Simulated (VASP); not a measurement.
Here is a VASP 6.6.1 calculation.

Contents of INCAR:

```
PREC = Accurate ; ENCUT = 750
EDIFF = 1E-7 ; ISMEAR = -1
SIGMA = 0.02 ; LREAL = False
LASPH = True ; NELM = 120
ALGO = Normal ; ISIF = 3
LWAVE = False ; LCHARG = False
GGA = PE ; IBRION = 2
NSW = 100 ; EDIFFG = -0.005
GGA_COMPAT = False ; NELMIN = 4
```

KPOINTS

```
regular mesh
0
Gamma
  8 8 8
```

File POSCAR:

```
LiBr
1.0
    0.0000000000      2.8221272026      2.8221272026
    2.8221272026      0.0000000000      2.8221272026
    2.8221272026      2.8221272026      0.0000000000
Li Br
1 1
Direct
    0.0000000000      0.0000000000      0.0000000000
    0.5000000000      0.5000000000      0.5000000000
```

Potentials or basis: VASP PAW PBE potentials, release 64 (Li_sv, Br).

Run with:

```bash
$ cat potpaw_PBE.64/Li_sv/POTCAR potpaw_PBE.64/Br/POTCAR > POTCAR
$ mpirun -np 1 vasp_std > vasp.out
```

Problem. Estimate the band gap on the k mesh.

Solution. 4.93 eV.

Problem. Predict the space group after relaxing (to 0.1 Å).

Solution. Fm-3m (No. 225).

Problem. Predict the relaxed cell.

Solution. a = 3.894 Å, b = 3.894 Å, c = 3.894 Å, α = 60.00°, β = 60.00°, γ = 60.00°.

Final structure:
```cif
data_structure
_symmetry_space_group_name_H-M 'P 1'
_symmetry_Int_Tables_number 1
_cell_length_a 3.8943
_cell_length_b 3.8943
_cell_length_c 3.8943
_cell_angle_alpha 60.000
_cell_angle_beta 60.000
_cell_angle_gamma 60.000
_cell_volume 41.76
loop_
_atom_site_label
_atom_site_type_symbol
_atom_site_fract_x
_atom_site_fract_y
_atom_site_fract_z
_atom_site_occupancy
Li1 Li 0.00000 0.00000 0.00000 1
Br1 Br 0.50000 0.50000 0.50000 1
```
